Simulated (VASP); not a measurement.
Here is a VASP 6.6.1 calculation.

POSCAR

```
Cs
1.0
   -3.1491839769      3.1491839769      3.1491839769
    3.1491839769     -3.1491839769      3.1491839769
    3.1491839769      3.1491839769     -3.1491839769
Cs
1
Direct
    0.0000000000      0.0000000000      0.0000000000
```

INCAR.step1

```
ALGO = Normal
EDIFF = 1E-4
ENCUT = 520
GGA = PE
ISMEAR = -1
LASPH = T
LCHARG = F
LREAL = F
LWAVE = T
NBANDS = 10
NELM = 100
PREC = Accurate
SIGMA = 0.05
```

File INCAR.step2:

```
ALGO = Normal
EDIFF = 1E-6
ENCUT = 520
ISIF = 2
ISMEAR = -1
ISTART = 1
LASPH = T
LCHARG = F
LMIXTAU = T
LREAL = F
LWAVE = F
METAGGA = R2SCAN
NBANDS = 10
NELM = 100
PREC = Accurate
SIGMA = 0.05
```

The input KPOINTS:

```
k-points
0
Gamma
  6 6 6
```

Potentials or basis: VASP PAW PBE potentials, release 64 (Cs_sv).

The run is started by

```console
$ cat potpaw_PBE.64/Cs_sv/POTCAR > POTCAR
$ cp INCAR.step1 INCAR
$ mpirun -np 1 vasp_std > vasp.out
$ cp INCAR.step2 INCAR
$ mpirun -np 1 vasp_std > vasp.out
```

Question: What does it give for the band gap on the k mesh?

Answer: Zero (an odd number of electrons rules out a gap without spin polarisation).

Question: Estimate the pressure.

Answer: 0.0 GPa.

Caveat: the PAW data sets were made with another functional, which shifts forces and pressure a little; spin-orbit coupling is left out, which moves the levels of the heavy elements.
